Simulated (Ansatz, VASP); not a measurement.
## ZrC: VASP beside Ansatz

INCAR

```
ALGO     = Normal         # electronic algorithm
EDIFF    = 1E-7           # SCF threshold, eV
EDIFFG   = -0.015         # ionic threshold
ENCUT    = 600            # plane-wave cutoff, eV
GGA      = PE             # functional
IBRION   = 2              # ionic algorithm
ISIF     = 3              # what is computed and relaxed
ISMEAR   = 0              # smearing method
LASPH    = T              # aspherical terms in the spheres
LCHARG   = F              # write CHGCAR
LREAL    = F              # projectors in reciprocal space
LWAVE    = F              # write WAVECAR
NELM     = 80             # most SCF steps
NSW      = 80             # ionic steps
PREC     = Accurate       # precision mode
SIGMA    = 0.1            # smearing width, eV
```

KPOINTS

```
k-points
0
Gamma
  8 8 8
```

File POSCAR:

```
ZrC
1.0
    4.7086682164      0.0000000000      0.0000000000
    0.0000000000     -4.7086682164      0.0000000000
    0.0000000000      0.0000000000     -4.7086682164
Zr C
4 4
Direct
    0.0000000000      1.0000000000      1.0000000000
    0.5000000000      0.5000000000      1.0000000000
    0.5000000000      1.0000000000      0.5000000000
    0.0000000000      0.5000000000      0.5000000000
    0.5000000000      0.0000000000      0.0000000000
    0.0000000000      0.5000000000      0.0000000000
    0.0000000000      0.0000000000      0.5000000000
    0.5000000000      0.5000000000      0.5000000000
```

Input for Ansatz:

```yaml
crystal:
  lattice:
    - [4.7086682164, 0.0, 0.0]
    - [0.0, -4.7086682164, 0.0]
    - [0.0, 0.0, -4.7086682164]
  atoms:
    - { symbol: Zr, position: [0.0, 1.0, 1.0] }
    - { symbol: Zr, position: [0.5, 0.5, 1.0] }
    - { symbol: Zr, position: [0.5, 1.0, 0.5] }
    - { symbol: Zr, position: [0.0, 0.5, 0.5] }
    - { symbol: C, position: [0.5, 0.0, 0.0] }
    - { symbol: C, position: [0.0, 0.5, 0.0] }
    - { symbol: C, position: [0.0, 0.0, 0.5] }
    - { symbol: C, position: [0.5, 0.5, 0.5] }
basis:
  ecutwfc: 420
kpoints:
  mp_grid: { grid: [8, 8, 8] }
hamiltonian:
  xc: pbe
scf:
  occupations: { method: gaussian, width: 0.1 }
output:
  forces: true
  stress: true
  eigenvalues: true
  write_density: true
  write_potential: true
  elf: true
  volumetric_format: npy
relax:
  adjacent_minimum: "off"
  f_tol: 0.015
  max_steps: 60
  cell: { stress_tol: 0.15 }
```

Alike in both runs: task relaxation of cell and atoms; functional PBE; k mesh 8 × 8 × 8; occupations gaussian, width 0.1 eV; no spin polarisation.

|  | VASP | Ansatz |
| --- | --- | --- |
| version | VASP 6.6.1 | Ansatz 0.2.0 |
| potentials or method | VASP PAW PBE potentials, release 64 (Zr_sv, C), cutoff 600 eV | scalar-relativistic, plane waves, PAW |
| valence electrons in the cell | 64 | 64 |

```csv
,VASP,Ansatz,Ansatz less VASP
"gap on the k mesh at the Fermi level, each at its own relaxed structure (eV)",none,none,-
relaxed volume (Å³/atom),13.05,13.05,0.000
relaxed length of the cell vector where the two differ most in proportion (Å),4.709,4.709,0.0000
```

A gap of «none» marks a metal or a gap that the smearing closes.

Noted on VASP's run: the relaxation stopped at its first step, so nothing moved.
